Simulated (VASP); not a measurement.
**Rh: relaxation of cell and atoms with PBE**

Crystal: Rh.

```
Rh
1.0
     0.00000    1.91521    1.91521
     1.91521    0.00000    1.91521
     1.91521    1.91521    0.00000
Rh
1
Direct
  0.00000 0.00000 0.00000
```

```
Program                : VASP 6.6.1
Task                   : relaxation of cell and atoms
Functional             : PBE
Potentials or basis    : VASP PAW PBE potentials, release 64 (Rh_pv)
Cutoff                 : 600 eV
k mesh                 : 19 × 19 × 19
Occupations            : fermi-dirac, width 0.05 eV
Spin                   : no spin polarisation
Dipole correction      : no
Further INCAR settings : ALGO = Normal; EDIFF = 1e-07; IBRION = 2; EDIFFG = -0.005; NSW = 60; ISIF = 3
```

- Relaxed volume: 14.04 Å³/atom
- Relaxed cell: a = 2.708 Å, b = 2.708 Å, c = 2.708 Å, α = 60.00°, β = 60.00°, γ = 60.00°
- Space group after relaxing (to 0.1 Å): Fm-3m (No. 225)
- Energy gained by relaxing: 0.0 meV/atom
- Ionic steps: 3
- Pressure after relaxing: 0.0 GPa
- Band gap on the k mesh: zero (an odd number of electrons rules out a gap without spin polarisation)

Final structure:
```
Rh
1.0
     0.00000    1.91483    1.91483
     1.91483    0.00000    1.91483
     1.91483    1.91483    0.00000
Rh
1
Direct
  0.00000 0.00000 0.00000
```

Levels at points of the mesh, in eV from the Fermi level:
| k point | band 5 | band 6 | band 7 | band 8 | band 9 | band 10 |
| --- | --- | --- | --- | --- | --- | --- |
| (0.00, 0.00, 0.00) | -2.97 | -2.97 | -2.97 | -0.95 | -0.95 | 16.02 |

Wall time 26 s on 1 thread of Intel(R) Xeon(R) 6975P-C (Granite Rapids) (shared host), peak memory 0.17 GiB.
